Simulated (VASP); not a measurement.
# Ir (P6_3/mmc) in VASP: a series of runs, part 2 of 2

VASP 6.6.1. The steps go on from the part before.

## Step 4: Single point, LDA

This run uses another cell than the first one, of 13.44 Å³/atom.

Contents of INCAR:

```
SYSTEM = Ir
PREC = Accurate ; ENCUT = 520
EDIFF = 1E-7 ; ISMEAR = 0
SIGMA = 0.15 ; LREAL = .False.
LASPH = .True. ; NELM = 60
ALGO = Normal ; ISIF = 2
LWAVE = .False. ; LCHARG = .False.
NBANDS = 16
```

Contents of KPOINTS:

```
Automatic mesh
0
Gamma
  18 18 10
  0 0 0
```

Contents of POSCAR:

```
Ir
1.0
    2.7052421931      0.0000000000      0.0000000000
   -1.3526210966      2.3428084626      0.0000000000
    0.0000000000      0.0000000000      4.2400000000
Ir
2
Direct
    0.6666666667      0.3333333333      0.7500000000
    0.3333333333      0.6666666667      0.2500000000
```

Potentials or basis: VASP PAW LDA potentials, release 64 (Ir).

Command:

```
cat potpaw_LDA.64/Ir/POTCAR > POTCAR
mpirun -np 1 vasp_std > vasp.out
```

OUTCAR:

```text
SYSTEM = Ir
   PREC = Accurate
   ENCUT = 520
   EDIFF = 1E-7
   ISMEAR = 0
   LREAL = .False.
   LASPH = .True.
   NELM = 60
   ISIF = 2

 ion  position               nearest neighbor table
   1  0.667  0.333  0.750-   2 2.63   2 2.63   2 2.63   2 2.63   2 2.63   2 2.63
   2  0.333  0.667  0.250-   1 2.63   1 2.63   1 2.63   1 2.63   1 2.63   1 2.63

  LATTYP: Found a hexagonal cell.
 ALAT       =     2.7052421931
 C/A-ratio  =     1.5673273213

  Lattice vectors:

 A1 = (   2.7052421931,   0.0000000000,   0.0000000000)
 A2 = (  -1.3526210966,   2.3428084626,   0.0000000000)
 A3 = (   0.0000000000,   0.0000000000,   4.2400000000)

Analysis of symmetry for initial positions (statically):
=====================================================================
 Subroutine PRICEL returns:
 Original cell was already a primitive cell.

 Routine SETGRP: Setting up the symmetry group for a
 hexagonal supercell.

 Subroutine GETGRP returns: Found 24 space group operations
 (whereof 12 operations were pure point group operations)
 out of a pool of 24 trial point group operations.

The static configuration has the point symmetry D_3d.
 The point group associated with its full space group is D_6h.

Analysis of symmetry for dynamics (positions and initial velocities):
=====================================================================
 Subroutine PRICEL returns:
 Original cell was already a primitive cell.

 Routine SETGRP: Setting up the symmetry group for a
 hexagonal supercell.

 Subroutine GETGRP returns: Found 24 space group operations
 (whereof 12 operations were pure point group operations)
 out of a pool of 24 trial point group operations.

The dynamic configuration has the point symmetry D_3d.
 The point group associated with its full space group is D_6h.

 Subroutine INISYM returns: Found 24 space group operations
 (whereof 12 operations are pure point group operations),
 and found     1 'primitive' translations

----------------------------------------------------------------------------------------

                                     Primitive cell

  volume of cell :      26.8725

[... 105 lines left out ...]
   IALGO  =     38    algorithm
   IMIX   =      4    mixing-type and parameters
     AMIX     =   0.40;   BMIX     =  1.00
     AMIX_MAG =   1.60;   BMIX_MAG =  1.00
  volume/ion in A,a.u.               =      13.44        90.67
  Fermi-wavevector in a.u.,A,eV,Ry     =   1.432395  2.706834 27.915820  2.051755
  Thomas-Fermi vector in A             =   2.552027
   LORBIT       =      0    0 simple, 1 ext, 2 COOP (PROOUT), +10 PAW based schemes
   GGA     = CA    functional components
   LHFCALC =     F    Hartree Fock is set to
   AEXX    =    0.0000 exact exchange contribution
   IVDW    =     0    specifies the selected vdW correction
   LEPSILON=     F    determine dielectric tensor
   LRPA    =     F    only Hartree local field effects (RPA)
 non-spin polarized calculation
 Gauss-broadening in eV      SIGMA  =   0.15
  energy-cutoff  :      520.00
  volume of cell :       26.87
 maximum number of plane-waves:       738
 NGX is ok and might be reduce to    20
   NGX =  9   NGY =  9   NGZ = 15

 number of electron      18.0000002 magnetization

 Free energy of the ion-electron system (eV)
  ---------------------------------------------------
  ext. energy  EPLUGINS =         0.00000000
  ---------------------------------------------------
  free energy    TOTEN  =       -20.41640058 eV

  energy without entropy =      -20.39215353  energy(sigma->0) =      -20.40427706

 E-fermi :  11.4263     XC(G=0): -14.4357

 val. band max:       11.4224587996   @ k =   0.2778   0.0000   0.4000
 cond. band min:      11.4318853807   @ k =   0.2222   0.1667   0.4000
 fundamental gap:      0.0094265811
 Fermi energy:        11.4263474996

 k-point     1 :       0.0000    0.0000    0.0000
  band No.  band energies     occupation
      1      -0.4242      2.00000
      2       2.6407      2.00000
      3       7.1436      2.00000
      4       7.1436      2.00000
      5       7.4379      2.00000
      6       7.9593      2.00000
[... 433 lines left out ...]
      3       3.9876      2.00000
      4       6.5482      2.00000
      5       6.9002      2.00000
      6       7.6553      2.00000
[... 8 lines left out ...]
     15      22.8556      0.00000
     16      25.2745      0.00000

 [... further k-points ...]
[... 5 lines left out ...]
  --------------------------------------------------------------------------------------
  -------------------------------------------------------------------------------------
  Total        2.1803221      2.1803221      5.0992990     -0.0000000     -0.0000000      0.0000000
  in kB      129.9937427    129.9937427    304.0270767     -0.0000000     -0.0000000      0.0000000
  external PRESSURE =     188.0048540 kB  Pullay stress =       0.0000000 kB

 VOLUME and BASIS-vectors are now :
 -----------------------------------------------------------------------------
  energy-cutoff  :      520.00
  volume of cell :       26.87
      direct lattice vectors                 reciprocal lattice vectors
     2.705242193  0.000000000  0.000000000     0.369652670  0.213419069  0.000000000
    -1.352621097  2.342808463  0.000000000     0.000000000  0.426838137  0.000000000
     0.000000000  0.000000000  4.240000000     0.000000000  0.000000000  0.235849057

 POSITION                                       TOTAL-FORCE (eV/Angst)
 -----------------------------------------------------------------------------------
      1.35262      0.78094      3.18000        -0.000000      0.000000      0.000000
     -0.00000      1.56187      1.06000         0.000000     -0.000000      0.000000
 -----------------------------------------------------------------------------------
    total drift:                               -0.000000      0.000000     -0.000000

  FREE ENERGIE OF THE ION-ELECTRON SYSTEM (eV)
  ---------------------------------------------------
  free  energy   TOTEN  =       -20.4164005830 eV

  energy  without entropy=      -20.3921535287  energy(sigma->0) =      -20.40427706
```

OSZICAR:

```text
N       E                     dE             d eps       ncg     rms          rms(c)
DAV:   1     0.147298506822E+03    0.14730E+03   -0.85030E+03  7104   0.115E+03
DAV:   2    -0.176664534698E+02   -0.16496E+03   -0.14866E+03  7104   0.316E+02
DAV:   3    -0.215118442470E+02   -0.38454E+01   -0.37903E+01  9712   0.589E+01
DAV:   4    -0.215557819353E+02   -0.43938E-01   -0.43923E-01  8072   0.522E+00
DAV:   5    -0.215570991123E+02   -0.13172E-02   -0.13172E-02 10008   0.943E-01    0.264E+01
DAV:   6    -0.206289300509E+02    0.92817E+00   -0.10259E+00  9176   0.135E+01    0.112E+01
DAV:   7    -0.204308082715E+02    0.19812E+00   -0.34674E-01  9800   0.738E+00    0.207E+00
DAV:   8    -0.204181549369E+02    0.12653E-01   -0.80595E-03  8200   0.956E-01    0.485E-01
DAV:   9    -0.204164178598E+02    0.17371E-02   -0.25006E-03  9904   0.680E-01    0.756E-02
DAV:  10    -0.204164057063E+02    0.12154E-04   -0.24349E-05  9600   0.488E-02    0.445E-02
DAV:  11    -0.204164005993E+02    0.51069E-05   -0.42730E-06  9696   0.223E-02    0.147E-03
DAV:  12    -0.204164005830E+02    0.16309E-07   -0.11583E-07  7984   0.260E-03
   1 F= -.20416401E+02 E0= -.20404277E+02  d E =-.242471E-01
```

stdout:

```text
POSCAR found type information on POSCAR Ir
 POSCAR found :  1 types and       2 ions
 scaLAPACK will be used
 LDA part: xc-table for (Slater(with rela. corr.)+CA(PZ))
 , standard interpolation
 POSCAR, INCAR and KPOINTS ok, starting setup
 FFT: planning ... GRIDC
 FFT: planning ... GRID_SOFT
 FFT: planning ... GRID
 WAVECAR not read
 entering main loop
```

Wall time 33 s (1 thread of Intel Xeon 6975P-C (Granite Rapids), shared host); peak memory 0.18 GiB.

What came out:

```yaml
Free_energy: -20.4164 eV
Pressure: 18.8 GPa
Band_gap_on_the_k_mesh: zero (bands 9 and 10 overlap by 3.66 eV)
```

Stress tensor (GPa, compression positive):
```
13.00  0.00  0.00
 0.00 13.00  0.00
 0.00  0.00 30.40
```

Caveat: the cell stands under pressure; spin-orbit coupling is left out, which moves the levels of the heavy elements.

## Step 5: The runs side by side

| cell | gap on the mesh (eV) | pressure (GPa) |
| --- | --- | --- |
| a = 2.759, b = 2.759, c = 4.035 Å, angles 90.0, 90.0, 120.0°, 2 atoms | none | 29.0 |
| a = 2.651, b = 2.651, c = 4.386 Å, angles 90.0, 90.0, 120.0°, 2 atoms | none | 21.2 |
| a = 2.705, b = 2.705, c = 4.240 Å, angles 90.0, 90.0, 120.0°, 2 atoms | none | 18.8 |

Alike in all rows: task single point; level LDA; potentials or basis VASP PAW LDA potentials, release 64 (Ir); no spin polarisation; k mesh 18 × 18 × 10; cutoff (eV) 520; smearing gaussian 0.15 eV.

Caveats: the cell stands under pressure; spin-orbit coupling is left out, which moves the levels of the heavy elements.

Absolute energies hang on the potentials; compare differences alone.
